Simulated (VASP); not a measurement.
Runs of VASP 6.6.1 on Sc. The structure is that of space group P6/mmm (No. 191), or close to it. The cells are those of the table. 

```tsv
task	cell	cutoff (eV)	k mesh for the DOS	occupations for the DOS	gap on the mesh (eV)	pressure (GPa)
single point	a = 2.794, b = 2.794, c = 2.550 Å, angles 90.0, 90.0, 120.0°, 1 atom	520	-	-	none	(a)
single point	a = 3.133, b = 3.133, c = 2.981 Å, angles 90.0, 90.0, 120.0°, 1 atom	520	-	-	none	0.0
single point	a = 3.061, b = 3.061, c = 2.873 Å, angles 90.0, 90.0, 120.0°, 1 atom	520	-	-	none	(b)
single point	a = 2.670, b = 2.670, c = 2.463 Å, angles 90.0, 90.0, 120.0°, 1 atom	520	-	-	none	48.5
single point	a = 2.985, b = 2.985, c = 2.759 Å, angles 90.0, 90.0, 120.0°, 1 atom	520	-	-	none	9.8
single point	a = 2.900, b = 2.900, c = 2.646 Å, angles 90.0, 90.0, 120.0°, 1 atom	520	-	-	none	18.1
relaxation of shape and atoms at fixed volume	relaxed from a = 2.401, b = 2.401, c = 2.285 Å, angles 90.0, 90.0, 120.0°, 1 atom	600	-	-	none	119.4
```

Alike in all rows: level PBE; potentials or basis VASP PAW PBE potentials, release 64 (Sc_sv); no spin polarisation; k mesh 15 × 15 × 14; smearing fermi-dirac 0.1 eV.

Task: Estimate the missing entries.

Result: (a) 30.3; (b) 4.1.

A gap of «none» marks levels without a gap at the run's occupations.
